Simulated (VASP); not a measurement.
# Ge (P6_3/mmc) in VASP: vibrations by perturbation theory with PBEsol

Aim: the vibrations by perturbation theory of Ge with PBEsol.

All numbers are computed with VASP 6.6.1; they aren't measurements. Logs are shortened: lines on timing, memory, paths and dates and some standing lists are left out, and cuts for length are marked.

**1. The cell of the first run**

The structure is hexagonal, space group P6_3/mmc (No. 194). Conventional cell: a = 3.998 Å, b = 3.998 Å, c = 6.594 Å, α = 90.00°, β = 90.00°, γ = 120.00°. Within 3.2 Å of Ge (site symmetry 3m) lie 4 Ge at 2.45 to 2.47 Å.

This isn't the form of Ge at room conditions, which is diamond.

**2. Vibrations by perturbation theory, PBEsol**

Input file INCAR:

```
SYSTEM = Ge
ALGO = Normal
EDIFF = 1E-8
ENCUT = 520
GGA = PS
IBRION = 8
ISIF = 2
ISMEAR = 0
LASPH = .True.
LCHARG = .True.
LREAL = .False.
LWAVE = .False.
NELM = 80
NSW = 1
PREC = Accurate
SIGMA = 0.03
```

Input file KPOINTS:

```
k-points
0
Gamma
  6 6 4
  0 0 0
```

Input file POSCAR:

```
Ge
1.0
    3.9980518922      0.0000000000      0.0000000000
   -1.9990259461      3.4624145043      0.0000000000
    0.0000000000      0.0000000000      6.5935494637
Ge
4
Direct
    0.3333333333      0.6666666667      0.0628279702
    0.6666666667      0.3333333333      0.5628279702
    0.6666666667      0.3333333333      0.9371720298
    0.3333333333      0.6666666667      0.4371720298
```

Potentials or basis: VASP PAW PBE potentials, release 64 (Ge_d).

On the command line:

```sh
$ cat potpaw_PBE.64/Ge_d/POTCAR > POTCAR
$ mpirun -np 1 vasp_std > vasp.out
```

OUTCAR:

```text
SYSTEM = Ge
   EDIFF = 1E-8
   ENCUT = 520
   GGA = PS
   IBRION = 8
   ISIF = 2
   ISMEAR = 0
   LASPH = .True.
   LREAL = .False.
   NELM = 80
   NSW = 1
   PREC = Accurate

 ion  position               nearest neighbor table
   1  0.333  0.667  0.063-   3 2.45   3 2.45   3 2.45   4 2.47
   2  0.667  0.333  0.563-   4 2.45   4 2.45   4 2.45   3 2.47
   3  0.667  0.333  0.937-   1 2.45   1 2.45   1 2.45   2 2.47
   4  0.333  0.667  0.437-   2 2.45   2 2.45   2 2.45   1 2.47

  LATTYP: Found a hexagonal cell.
 ALAT       =     3.9980518922
 C/A-ratio  =     1.6491905662

  Lattice vectors:

 A1 = (   3.9980518922,   0.0000000000,   0.0000000000)
 A2 = (  -1.9990259461,   3.4624145043,   0.0000000000)
 A3 = (   0.0000000000,   0.0000000000,   6.5935494637)

Analysis of symmetry for initial positions (statically):
=====================================================================
 Subroutine PRICEL returns:
 Original cell was already a primitive cell.

 Routine SETGRP: Setting up the symmetry group for a
 hexagonal supercell.

 Subroutine GETGRP returns: Found 24 space group operations
 (whereof 12 operations were pure point group operations)
 out of a pool of 24 trial point group operations.

The static configuration has the point symmetry D_3d.
 The point group associated with its full space group is D_6h.

Analysis of symmetry for dynamics (positions and initial velocities):
=====================================================================
 Subroutine PRICEL returns:
 Original cell was already a primitive cell.

 Routine SETGRP: Setting up the symmetry group for a
 hexagonal supercell.

 Subroutine GETGRP returns: Found 24 space group operations
 (whereof 12 operations were pure point group operations)
 out of a pool of 24 trial point group operations.

The dynamic configuration has the point symmetry D_3d.
 The point group associated with its full space group is D_6h.

 Subroutine INISYM returns: Found 24 space group operations
 (whereof 12 operations are pure point group operations),
 and found     1 'primitive' translations

----------------------------------------------------------------------------------------

                                     Primitive cell

  volume of cell :      91.2739

  direct lattice vectors                    reciprocal lattice vectors
     3.998051892  0.000000000  0.000000000     0.250121816  0.144407898  0.000000000
    -1.999025946  3.462414504  0.000000000     0.000000000  0.288815796  0.000000000
     0.000000000  0.000000000  6.593549464     0.000000000  0.000000000  0.151663380

  length of vectors
     3.998051892  3.998051892  6.593549464     0.288815796  0.288815796  0.151663380

  position of ions in fractional coordinates (direct lattice)
     0.333333333  0.666666667  0.062827970
     0.666666667  0.333333333  0.562827970
     0.666666667  0.333333333  0.937172030
     0.333333333  0.666666667  0.437172030

  ion indices of the primitive-cell ions
   primitive index   ion index
                 1           1
                 2           2
                 3           3
                 4           4

----------------------------------------------------------------------------------------

 KPOINTS: k-points

Automatic generation of k-mesh.
 Grid dimensions read from file:
 generate k-points for:    6    6    4

 Generating k-lattice:

  Cartesian coordinates                     Fractional coordinates (reciprocal lattice)
     0.041686969  0.024067983  0.000000000     0.166666667  0.000000000  0.000000000
     0.000000000  0.048135966  0.000000000     0.000000000  0.166666667  0.000000000
     0.000000000  0.000000000  0.037915845     0.000000000  0.000000000  0.250000000

  Length of vectors
     0.048135966  0.048135966  0.037915845

  Shift w.r.t. Gamma in fractional coordinates (k-lattice)
     0.000000000  0.000000000  0.000000000

 Subroutine IBZKPT returns following result:
[... 71 lines left out ...]
   LHFCALC =     F    Hartree Fock is set to
   AEXX    =    0.0000 exact exchange contribution
   IVDW    =     0    specifies the selected vdW correction
   LEPSILON=     F    determine dielectric tensor
   LRPA    =     F    only Hartree local field effects (RPA)
 non-spin polarized calculation
 Gauss-broadening in eV      SIGMA  =   0.03
  energy-cutoff  :      520.00
  volume of cell :       91.27
 maximum number of plane-waves:      2491
 NGX is ok and might be reduce to    30
   NGX = 15   NGY = 15   NGZ = 25

--------------------------------------- Ionic step        1  -------------------------------------------

 number of electron      56.0000052 magnetization

 Free energy of the ion-electron system (eV)
  ---------------------------------------------------
  ext. energy  EPLUGINS =         0.00000000
  ---------------------------------------------------
  free energy    TOTEN  =       -19.64359626 eV

  energy without entropy =      -19.64354548  energy(sigma->0) =      -19.64357087

 E-fermi :   4.8486     XC(G=0): -10.0829

 val. band max:        4.8107304799   @ k =   0.0000   0.0000   0.0000
 cond. band min:       4.8927678319   @ k =   0.0000   0.0000   0.2500
 fundamental gap:      0.0820373520
 Fermi energy:         4.8485730783

 k-point     1 :       0.0000    0.0000    0.0000
  band No.  band energies     occupation
      1     -19.9982      2.00000
      2     -19.9982      2.00000
      3     -19.9614      2.00000
      4     -19.9596      2.00000
      5     -19.9596      2.00000
      6     -19.9478      2.00000
[... 745 lines left out ...]
     32       8.8979      0.00000
     33      10.5936      0.00000

------------------------ aborting loop because EDIFF is reached ----------------------------------------

  FORCE on cell =-STRESS in cart. coord.  units (eV):
  Direction    XX          YY          ZZ          XY          YZ          ZX
  --------------------------------------------------------------------------------------
  -------------------------------------------------------------------------------------
  Total        0.1196551      0.1196551     -0.1339424      0.0000000      0.0000000     -0.0000000
  in kB        2.1003659      2.1003659     -2.3511586      0.0000000      0.0000000     -0.0000000
  external PRESSURE =       0.6165244 kB  Pullay stress =       0.0000000 kB

 VOLUME and BASIS-vectors are now :
 -----------------------------------------------------------------------------
  energy-cutoff  :      520.00
  volume of cell :       91.27
      direct lattice vectors                 reciprocal lattice vectors
     3.998051892  0.000000000  0.000000000     0.250121816  0.144407898  0.000000000
    -1.999025946  3.462414504  0.000000000     0.000000000  0.288815796  0.000000000
     0.000000000  0.000000000  6.593549464     0.000000000  0.000000000  0.151663380

 POSITION                                       TOTAL-FORCE (eV/Angst)
 -----------------------------------------------------------------------------------
     -0.00000      2.30828      0.41426        -0.000000      0.000000      0.014810
      1.99903      1.15414      3.71103        -0.000000      0.000000      0.014810
      1.99903      1.15414      6.17929         0.000000      0.000000     -0.014810
     -0.00000      2.30828      2.88252         0.000000     -0.000000     -0.014810
 -----------------------------------------------------------------------------------
    total drift:                               -0.000000      0.000000      0.000000

  FREE ENERGIE OF THE ION-ELECTRON SYSTEM (eV)
  ---------------------------------------------------
  free  energy   TOTEN  =       -19.6435962557 eV

  energy  without entropy=      -19.6435454788  energy(sigma->0) =      -19.64357087

[... ionic steps 2 to 3 ...]

--------------------------------------- Ionic step        4  -------------------------------------------

------------------------ aborting loop because EDIFF is reached ----------------------------------------

[... ionic steps 5 to 5 ...]

--------------------------------------- Ionic step        6  -------------------------------------------

 Free energy of the ion-electron system (eV)
  ---------------------------------------------------
  ---------------------------------------------------
  free energy    TOTEN  =        -0.20374130 eV

  energy without entropy =       -0.20374270

------------------------ aborting loop because EDIFF is reached ----------------------------------------

 INTERNAL STRAIN TENSOR  FOR ION    1  DIRECTION 3   (eV/Angst):
 -----------------------------------------------------------------------------
    -4.90143  0.00000  0.00000
     0.00000 -4.90143 -0.00000
     0.00000 -0.00000  9.71362

 INTERNAL STRAIN TENSOR FOR ION    4 for displacements in x,y,z  (eV/Angst):
          X           Y           Z          XY          YZ          ZX
  --------------------------------------------------------------------------------
  x     0.00000    -0.00000     0.00000    -6.67477     0.00000     5.89286
  y    -6.67477     6.67477     0.00000     0.00000     5.22803     0.00000
  z     4.90143     4.90143    -9.71362     0.00000     0.00000     0.00000

 SECOND DERIVATIVES (NOT SYMMETRIZED)
 ------------------------------------
               1X          1Y          1Z          2X          2Y          2Z          3X          3Y          3Z          4X          4Y          4Z
  1X   -10.800220    0.000000    0.000000   -0.016692    0.000000    0.000000   10.440892    0.000000    0.000000    0.376019    0.000000    0.000000
  1Y    -0.000000  -10.800220   -0.000000    0.000000   -0.016692    0.000000    0.000000   10.440892    0.000000   -0.000000    0.376019    0.000000
  1Z     0.000000    0.000000  -12.209408    0.000000   -0.000000    1.108506    0.000000    0.000000    4.765941    0.000000   -0.000000    6.334961
  2X    -0.016692    0.000000    0.000000  -10.800220    0.000000    0.000000    0.376019    0.000000    0.000000   10.440892    0.000000    0.000000
  2Y     0.000000   -0.016692    0.000000    0.000000  -10.800220    0.000000    0.000000    0.376019    0.000000    0.000000   10.440892   -0.000000
  2Z    -0.000000    0.000000    1.108506   -0.000000    0.000000  -12.209408    0.000000    0.000000    6.334961    0.000000   -0.000000    4.765941
  3X    10.440892    0.000000    0.000000    0.376019    0.000000    0.000000  -10.800220    0.000000    0.000000   -0.016692    0.000000    0.000000
  3Y     0.000000   10.440892    0.000000   -0.000000    0.376019    0.000000   -0.000000  -10.800220   -0.000000    0.000000   -0.016692    0.000000
  3Z     0.000000    0.000000    4.765941    0.000000   -0.000000    6.334961    0.000000    0.000000  -12.209408    0.000000   -0.000000    1.108506
  4X     0.376019    0.000000    0.000000   10.440892    0.000000    0.000000   -0.016692    0.000000    0.000000  -10.800220    0.000000    0.000000
  4Y     0.000000    0.376019    0.000000    0.000000   10.440892   -0.000000    0.000000   -0.016692    0.000000    0.000000  -10.800220    0.000000
  4Z     0.000000    0.000000    6.334961    0.000000   -0.000000    4.765941   -0.000000    0.000000    1.108506   -0.000000    0.000000  -12.209408

 Eigenvectors and eigenvalues of the dynamical matrix
 ----------------------------------------------------

   1 f  =    8.644635 THz    54.315842 2PiTHz  288.353975 cm-1    35.751320 meV
             X         Y         Z           dx          dy          dz
     -0.000000  2.308276  0.414259     0.000000    0.000000    0.500000
      1.999026  1.154138  3.711034     0.000000    0.000000    0.500000
      1.999026  1.154138  6.179290    -0.000000   -0.000000   -0.500000
     -0.000000  2.308276  2.882515    -0.000000   -0.000000   -0.500000
[... 64 lines left out ...]
  11 f  =    0.000000 THz     0.000001 2PiTHz    0.000004 cm-1     0.000000 meV
             X         Y         Z           dx          dy          dz
     -0.000000  2.308276  0.414259    -0.061584   -0.493191    0.054497
      1.999026  1.154138  3.711034    -0.061584   -0.493191    0.054497
      1.999026  1.154138  6.179290    -0.061584   -0.493191    0.054497
     -0.000000  2.308276  2.882515    -0.061584   -0.493191    0.054497

  12 f/i=    0.000000 THz     0.000001 2PiTHz    0.000004 cm-1     0.000000 meV
             X         Y         Z           dx          dy          dz
     -0.000000  2.308276  0.414259     0.495257   -0.064468   -0.023764
      1.999026  1.154138  3.711034     0.495257   -0.064468   -0.023764
      1.999026  1.154138  6.179290     0.495257   -0.064468   -0.023764
     -0.000000  2.308276  2.882515     0.495257   -0.064468   -0.023764

--------------------------------------------------------------------------------------------------------

 ELASTIC MODULI CONTR FROM IONIC RELAXATION (kBar)
 Direction    XX          YY          ZZ          XY          YZ          ZX
 --------------------------------------------------------------------------------
 XX        -226.0224     74.0690    150.5702     -0.0000      0.0000     -0.0000
 YY          74.0690   -226.0224    150.5702      0.0000     -0.0000      0.0000
 ZZ         150.5702    150.5702   -298.3991     -0.0000      0.0000     -0.0000
 XY          -0.0000      0.0000     -0.0000   -150.0457     -0.0000     -0.0000
 YZ           0.0000     -0.0000      0.0000     -0.0000    -88.7088      0.0000
 ZX          -0.0000      0.0000     -0.0000     -0.0000      0.0000   -112.7049
 --------------------------------------------------------------------------------
```

Wall time 5.6 min (1 thread of Intel Xeon Platinum 8559C (Emerald Rapids), shared host); peak memory 0.53 GiB.

Results:

* Highest phonon frequency at Γ: 288 cm⁻¹

Phonon frequencies in cm⁻¹ (negative: imaginary):
```
              q point                              frequencies
(0.000, 0.000, 0.000)  0 0 0 52 52 210 236 279 279 285 285 288
```

Caveat: the PAW data sets were made with another functional, which shifts forces and pressure a little.
